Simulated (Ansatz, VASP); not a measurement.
# One calculation of CaZr2N2, two programs

```
Ca Zr N
1.0
     3.52178    0.00000    0.00000
    -1.76089    3.04995    0.00000
     0.00000    0.00000    9.10371
Ca Zr N
1 2 2
Direct
  0.66667 0.33333 0.50000
  0.00000 0.00000 0.82759
  0.00000 0.00000 0.17241
  0.66667 0.33333 0.76366
  0.66667 0.33333 0.23634
```

Alike in both runs: functional PBE; k mesh 12 × 12 × 4; occupations gaussian, width 0.1 eV; no spin polarisation.

Ansatz relaxed the structure, and its values are those at the end. VASP's run is a single point on that final structure, the one shown.

|  | VASP | Ansatz |
| --- | --- | --- |
| version | VASP 6.6.1 | Ansatz 0.2.0 |
| potentials or method | VASP PAW PBE potentials, release 64 (Ca_sv, Zr_sv, N), cutoff 520 eV | scalar-relativistic, plane waves, PAW |
| valence electrons in the cell | 44 | 44 |

Ansatz gave:

| Quantity | Value |
| --- | --- |
| pressure (GPa) | 0.0 |
| rms of the force components (eV/Å) | 0.003 |

Question: Estimate VASP's values.

Answer: Pressure (GPa): 0.2; rms of the force components (eV/Å): 0.008.
